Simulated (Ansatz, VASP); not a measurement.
## Two plane-wave programs on N

The input INCAR:

```
PREC     = Accurate       # precision mode
ENCUT    = 520            # plane-wave cutoff, eV
EDIFF    = 1E-6           # SCF threshold, eV
ISMEAR   = 0              # smearing method
SIGMA    = 0.05           # smearing width, eV
LREAL    = False          # projectors in reciprocal space
LASPH    = True           # aspherical terms in the spheres
NELM     = 60             # most SCF steps
ALGO     = Normal         # electronic algorithm
ISIF     = 2              # what is computed and relaxed
LWAVE    = False          # write WAVECAR
LCHARG   = False          # write CHGCAR
NBANDS   = 18             # bands
```

The input KPOINTS:

```
regular mesh
0
Gamma
  6 6 6
```

The input POSCAR:

```
N
1.0
    4.1400149773      0.0000000000      0.0000000000
    0.0000000000      4.1400149773      0.0000000000
    0.0000000000      0.0000000000      5.2023878780
N
4
Direct
    0.9042752000      0.9042752000      0.0000000000
    0.5957248000      0.4042752000      0.5000000000
    0.0957248000      0.0957248000      0.0000000000
    0.4042752000      0.5957248000      0.5000000000
```

Input for Ansatz:

```yaml
crystal:
  lattice:
    - [4.1400149773, 0.0, 0.0]
    - [0.0, 4.1400149773, 0.0]
    - [0.0, 0.0, 5.202387878]
  atoms:
    - { symbol: "N", position: [0.9042752, 0.9042752, 0.0] }
    - { symbol: "N", position: [0.5957248, 0.4042752, 0.5] }
    - { symbol: "N", position: [0.0957248, 0.0957248, 0.0] }
    - { symbol: "N", position: [0.4042752, 0.5957248, 0.5] }
basis:
  ecutwfc: 420
kpoints:
  mp_grid: { grid: [6, 6, 6] }
hamiltonian:
  xc: lda
scf:
  occupations: { method: gaussian, width: 0.05 }
output:
  forces: true
  stress: true
  eigenvalues: true
```

Alike in both runs: task single point; functional LDA; k mesh 6 × 6 × 6; occupations gaussian, width 0.05 eV; no spin polarisation.

```csv
,VASP,Ansatz
version,VASP 6.6.1,Ansatz 0.2.0
potentials or method,"VASP PAW LDA potentials, release 64 (N), cutoff 520 eV","scalar-relativistic, plane waves, PAW"
valence electrons in the cell,20,20
```

Ansatz gave:

* gap on the k mesh at the Fermi level (eV): 6.58
* least direct gap on the mesh (eV): 6.72
* pressure (GPa): -5.4
* traceless stress, the component that is largest in VASP (GPa): 4.90
* rms of the force components (eV/Å): 2.088

Question: What did VASP give for the same quantities?

Answer: gap on the k mesh at the Fermi level (eV): 6.54; least direct gap on the mesh (eV): 6.67; pressure (GPa): -4.1; traceless stress, the component that is largest in VASP (GPa): 3.40; rms of the force components (eV/Å): 1.446.

LDA's correlation is that of Perdew and Zunger in VASP and of Perdew and Wang (1992) in Ansatz. Atom by atom the forces differ by 0.641 eV/Å (rms over components).

Noted on VASP's run: the standard files for N, O and F lose accuracy on very short bonds.
